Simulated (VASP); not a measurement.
# Ge (Fd-3m) in VASP: single point with PBEsol

Aim: the single point of Ge with PBEsol.

Everything below comes from runs of VASP 6.6.1. Logs are shortened: lines on timing, memory, paths and dates and some standing lists are left out, and cuts for length are marked.

## Step 1: The cell of the first run

Symmetry: Fd-3m, No. 227, cubic system. Conventional cell: a = 5.675 Å, b = 5.675 Å, c = 5.675 Å, α = 90.00°, β = 90.00°, γ = 90.00°. Ge (site symmetry -43m) has 4 Ge at 2.46 Å within 3.2 Å.

## Step 2: Single point, PBEsol

Input file INCAR:

```
PREC = Accurate
ENCUT = 520
EDIFF = 1E-7
ISMEAR = 0
SIGMA = 0.1
LREAL = False
LASPH = True
NELM = 60
ALGO = Normal
ISIF = 2
LWAVE = False
LCHARG = False
GGA = PS
NBANDS = 36
```

Input file KPOINTS:

```
regular mesh
0
Gamma
  10 10 8
```

Input file POSCAR:

```
Ge
1.0
    2.8374271074      2.8374271074      0.0000000000
   -2.8374271074      2.8374271074      0.0000000000
    0.0000000000      0.0000000000      5.6748542148
Ge
4
Direct
    0.0000000000      0.0000000000      0.5000000000
    0.5000000000      0.5000000000      0.0000000000
    0.5000000000      0.0000000000      0.7500000000
    0.0000000000      0.5000000000      0.2500000000
```

Potentials or basis: VASP PAW PBE potentials, release 64 (Ge_d).

Run with:

```bash
$ cat potpaw_PBE.64/Ge_d/POTCAR > POTCAR
$ mpirun -np 1 vasp_std > vasp.out
```

OUTCAR:

```text
PREC = Accurate
   ENCUT = 520
   EDIFF = 1E-7
   ISMEAR = 0
   LREAL = False
   LASPH = True
   NELM = 60
   ISIF = 2
   GGA = PS

 ion  position               nearest neighbor table
   1  0.000  0.000  0.500-   3 2.46   4 2.46   4 2.46   3 2.46
   2  0.500  0.500  0.000-   3 2.46   4 2.46   3 2.46   4 2.46
   3  0.500  0.000  0.750-   1 2.46   2 2.46   2 2.46   1 2.46
   4  0.000  0.500  0.250-   1 2.46   2 2.46   1 2.46   2 2.46

  LATTYP: Found a simple tetragonal cell.
 ALAT       =     4.0127278975
 C/A-ratio  =     1.4142135624

  Lattice vectors:

 A1 = (   2.8374271074,   2.8374271074,   0.0000000000)
 A2 = (  -2.8374271074,   2.8374271074,   0.0000000000)
 A3 = (   0.0000000000,   0.0000000000,   5.6748542148)

Analysis of symmetry for initial positions (statically):
=====================================================================
 Subroutine PRICEL returns following result:

  LATTYP: Found a face centered cubic cell.
 ALAT       =     5.6748542148

  Lattice vectors:

 A1 = (   0.0000000000,  -2.8374271074,  -2.8374271074)
 A2 = (   2.8374271074,   0.0000000000,  -2.8374271074)
 A3 = (   2.8374271074,  -2.8374271074,   0.0000000000)

   2 primitive cells build up your supercell.

 Routine SETGRP: Setting up the symmetry group for a
 simple tetragonal supercell.

 Subroutine GETGRP returns: Found 16 space group operations
 (whereof  8 operations were pure point group operations)
 out of a pool of 16 trial point group operations.

The static configuration has the point symmetry D_2d.
 The point group associated with its full space group is D_4h.

Analysis of symmetry for dynamics (positions and initial velocities):
=====================================================================
 Subroutine PRICEL returns following result:

  LATTYP: Found a face centered cubic cell.
 ALAT       =     5.6748542148

  Lattice vectors:

 A1 = (   0.0000000000,  -2.8374271074,  -2.8374271074)
 A2 = (   2.8374271074,   0.0000000000,  -2.8374271074)
 A3 = (   2.8374271074,  -2.8374271074,   0.0000000000)

   2 primitive cells build up your supercell.

 Routine SETGRP: Setting up the symmetry group for a
 simple tetragonal supercell.

 Subroutine GETGRP returns: Found 16 space group operations
 (whereof  8 operations were pure point group operations)
 out of a pool of 16 trial point group operations.

The dynamic configuration has the point symmetry D_2d.
 The point group associated with its full space group is D_4h.

 Subroutine INISYM returns: Found 16 space group operations
 (whereof  8 operations are pure point group operations),
 and found     2 'primitive' translations

----------------------------------------------------------------------------------------

                                     Primitive cell

  volume of cell :      45.6882

  direct lattice vectors                    reciprocal lattice vectors
     0.000000000 -2.837427107 -2.837427107    -0.176215981 -0.176215981 -0.176215981
     2.837427107  0.000000000 -2.837427107     0.176215981  0.176215981 -0.176215981
     2.837427107 -2.837427107  0.000000000     0.176215981 -0.176215981  0.176215981

  length of vectors
     4.012727898  4.012727898  4.012727898     0.305215031  0.305215031  0.305215031

  position of ions in fractional coordinates (direct lattice)
     0.500000000  0.500000000  0.500000000
     0.750000000  0.750000000  0.750000000

  ion indices of the primitive-cell ions
   primitive index   ion index
                 1           1
                 2           3

----------------------------------------------------------------------------------------

 KPOINTS: regular mesh

Automatic generation of k-mesh.
 Grid dimensions read from file:
 generate k-points for:   10   10    8

 Generating k-lattice:

  Cartesian coordinates                     Fractional coordinates (reciprocal lattice)
     0.017621598  0.017621598  0.000000000     0.100000000  0.000000000  0.000000000
    -0.017621598  0.017621598  0.000000000     0.000000000  0.100000000  0.000000000
     0.000000000  0.000000000  0.022026998     0.000000000  0.000000000  0.125000000

  Length of vectors
     0.024920703  0.024920703  0.022026998

  Shift w.r.t. Gamma in fractional coordinates (k-lattice)
     0.000000000  0.000000000  0.000000000

 Subroutine IBZKPT returns following result:
 ===========================================

 Found    105 irreducible k-points:

 Following reciprocal coordinates:
            Coordinates               Weight
  0.000000  0.000000  0.000000      1.000000
  0.100000  0.000000  0.000000      4.000000
  0.200000  0.000000  0.000000      4.000000
  0.300000  0.000000  0.000000      4.000000
  0.400000  0.000000  0.000000      4.000000
  0.500000  0.000000  0.000000      2.000000
[... 16 lines left out ...]
  0.100000  0.000000  0.125000      8.000000
  0.200000  0.000000  0.125000      8.000000
 [... further k-points ...]
   k-points           NKPTS =    105   k-points in BZ     NKDIM =    105   number of bands    NBANDS=     36
   number of dos      NEDOS =    301   number of ions     NIONS =      4
   total plane-waves  NPLWV =  37800
   dimension x,y,z NGX =    30 NGY =   30 NGZ =   42
   dimension x,y,z NGXF=    60 NGYF=   60 NGZF=   84
   ions per type =               4
   NGX,Y,Z   is equivalent  to a cutoff of  12.43, 12.43, 12.30 a.u.
   NGXF,Y,Z  is equivalent  to a cutoff of  24.86, 24.86, 24.61 a.u.
 SYSTEM =  unknown system
   PREC   = accura    normal or accurate (medium, high low for compatibility)
   ISTART =      0    job   : 0-new  1-cont  2-samecut
   ICHARG =      2    charge: 1-file 2-atom 10-const
   ISPIN  =      1    spin polarized calculation?
   LNONCOLLINEAR =      F non collinear calculations
   LSORBIT =      F    spin-orbit coupling
   LASPH  =      T    aspherical Exc in radial PAW
   ENCUT  =  520.0 eV  38.22 Ry    6.18 a.u.   7.46  7.46 10.55*2*pi/ulx,y,z
   NELM   =     60;   NELMIN=  2; NELMDL= -5     # of ELM steps
   EDIFF  = 0.1E-06   stopping-criterion for ELM
   LREAL  =      F    real-space projection
   EDIFFG = 0.1E-05   stopping-criterion for IOM
   NSW    =      0    number of steps for IOM
   IBRION =     -1    ionic relax: 0-MD 1-quasi-New 2-CG
   NFREE  =      0    steps in history (QN), initial steepest desc. (CG)
   ISIF   =      2    stress and relaxation
   ISYM   =      2    0-nonsym 1-usesym 2-fastsym
   POTIM  = 0.5000    time-step for ionic-motion
   TEBEG  =    0.0;   TEEND  =   0.0 temperature during run
   PSTRESS=    0.0 pullay stress
   NELECT =      56.0000    total number of electrons
   NUPDOWN=      -1.0000    fix difference up-down
   EMIN   =  10.00;   EMAX   =-10.00  energy-range for DOS
   EFERMI =   0.00;   METHOD = LEGACY
   ISMEAR =     0;   SIGMA  =   0.10  broadening in eV -4-tet -1-fermi 0-gaus
   EFERMI_NEDOS =   21; number of points for ismear=-14 and -15
   IALGO  =     38    algorithm
   IMIX   =      4    mixing-type and parameters
     AMIX     =   0.40;   BMIX     =  1.00
     AMIX_MAG =   1.60;   BMIX_MAG =  1.00
  volume/ion in A,a.u.               =      22.84       154.16
  Fermi-wavevector in a.u.,A,eV,Ry     =   1.390570  2.627796 26.309373  1.933684
  Thomas-Fermi vector in A             =   2.514492
   LORBIT       =      0    0 simple, 1 ext, 2 COOP (PROOUT), +10 PAW based schemes
   GGA     = PS    functional components
   LHFCALC =     F    Hartree Fock is set to
   AEXX    =    0.0000 exact exchange contribution
   IVDW    =     0    specifies the selected vdW correction
   LEPSILON=     F    determine dielectric tensor
   LRPA    =     F    only Hartree local field effects (RPA)
 non-spin polarized calculation
 Gauss-broadening in eV      SIGMA  =   0.10
  energy-cutoff  :      520.00
  volume of cell :       91.38
 maximum number of plane-waves:      2486
 NGX is ok and might be reduce to    30
   NGX = 15   NGY = 15   NGZ = 21

 number of electron      55.9999875 magnetization

 Free energy of the ion-electron system (eV)
  ---------------------------------------------------
  ext. energy  EPLUGINS =         0.00000000
  ---------------------------------------------------
  free energy    TOTEN  =       -19.74750695 eV

  energy without entropy =      -19.74695837  energy(sigma->0) =      -19.74723266

 E-fermi :   4.7980     XC(G=0): -10.0861

 val. band max:        4.7736719385   @ k =   0.0000   0.0000   0.0000
 cond. band min:       4.8690389299   @ k =   0.5000   0.0000   0.5000
 fundamental gap:      0.0953669914
 Fermi energy:         4.7980291195

 k-point     1 :       0.0000    0.0000    0.0000
  band No.  band energies     occupation
      1     -20.0103      2.00000
      2     -20.0103      2.00000
      3     -19.9769      2.00000
      4     -19.9769      2.00000
      5     -19.9766      2.00000
      6     -19.9411      2.00000
[... 28 lines left out ...]
     35      10.9716      0.00000
     36      14.2127      0.00000

 k-point     2 :       0.1000    0.0000    0.0000
  band No.  band energies     occupation
      1     -20.0157      2.00000
      2     -20.0105      2.00000
      3     -19.9820      2.00000
      4     -19.9786      2.00000
      5     -19.9769      2.00000
      6     -19.9369      2.00000
[... 28 lines left out ...]
     35      11.4205      0.00000
     36      13.4204      0.00000

 k-point     3 :       0.2000    0.0000    0.0000
  band No.  band energies     occupation
      1     -20.0242      2.00000
      2     -20.0110      2.00000
      3     -19.9914      2.00000
      4     -19.9844      2.00000
      5     -19.9741      2.00000
      6     -19.9277      2.00000
[... 28 lines left out ...]
     35      12.4251      0.00000
     36      12.4864      0.00000
[... 742 lines left out ...]
 k-point    23 :       0.1000    0.0000    0.1250
  band No.  band energies     occupation
      1     -20.0146      2.00000
      2     -20.0094      2.00000
      3     -19.9837      2.00000
      4     -19.9828      2.00000
      5     -19.9750      2.00000
      6     -19.9400      2.00000
[... 28 lines left out ...]
     35      11.7266      0.00000
     36      12.8812      0.00000

 k-point    24 :       0.2000    0.0000    0.1250
  band No.  band energies     occupation
      1     -20.0230      2.00000
      2     -20.0099      2.00000
      3     -19.9912      2.00000
      4     -19.9876      2.00000
      5     -19.9723      2.00000
      6     -19.9314      2.00000
[... 28 lines left out ...]
     35      11.6560      0.00000
     36      12.2359      0.00000

 [... further k-points ...]

------------------------ aborting loop because EDIFF is reached ----------------------------------------

  FORCE on cell =-STRESS in cart. coord.  units (eV):
  Direction    XX          YY          ZZ          XY          YZ          ZX
  --------------------------------------------------------------------------------------
  -------------------------------------------------------------------------------------
  Total       -0.0123696     -0.0123696     -0.0315359      0.0000000      0.0000000      0.0000000
  in kB       -0.2168855     -0.2168855     -0.5529443      0.0000000      0.0000000      0.0000000
  external PRESSURE =      -0.3289051 kB  Pullay stress =       0.0000000 kB

 VOLUME and BASIS-vectors are now :
 -----------------------------------------------------------------------------
  energy-cutoff  :      520.00
  volume of cell :       91.38
      direct lattice vectors                 reciprocal lattice vectors
     2.837427107  2.837427107  0.000000000     0.176215981  0.176215981  0.000000000
    -2.837427107  2.837427107  0.000000000    -0.176215981  0.176215981  0.000000000
     0.000000000  0.000000000  5.674854215     0.000000000  0.000000000  0.176215981

 POSITION                                       TOTAL-FORCE (eV/Angst)
 -----------------------------------------------------------------------------------
      0.00000      0.00000      2.83743        -0.000000     -0.000000     -0.000000
      0.00000      2.83743      0.00000        -0.000000     -0.000000      0.000000
      1.41871      1.41871      4.25614         0.000000      0.000000     -0.000000
     -1.41871      1.41871      1.41871         0.000000      0.000000      0.000000
 -----------------------------------------------------------------------------------
    total drift:                               -0.000000      0.000000      0.000000

  FREE ENERGIE OF THE ION-ELECTRON SYSTEM (eV)
  ---------------------------------------------------
  free  energy   TOTEN  =       -19.7475069502 eV

  energy  without entropy=      -19.7469583700  energy(sigma->0) =      -19.74723266
```

It took 4.1 min on 1 thread of Intel Xeon Platinum 8259CL at 2.50GHz (Skylake/Cascade Lake), shared host; peak memory 0.35 GiB.

Results:

```yaml
Free_energy: -19.7475 eV
Pressure: 0.0 GPa
Band_gap_on_the_k_mesh: zero (filled and empty bands touch)
```

Caveat: semilocal functionals underestimate gaps, and a narrow one can read as zero; the PAW data sets were made with another functional, which shifts forces and pressure a little.

The gap in the log of VASP goes by the Fermi energy; the results here count the filled bands.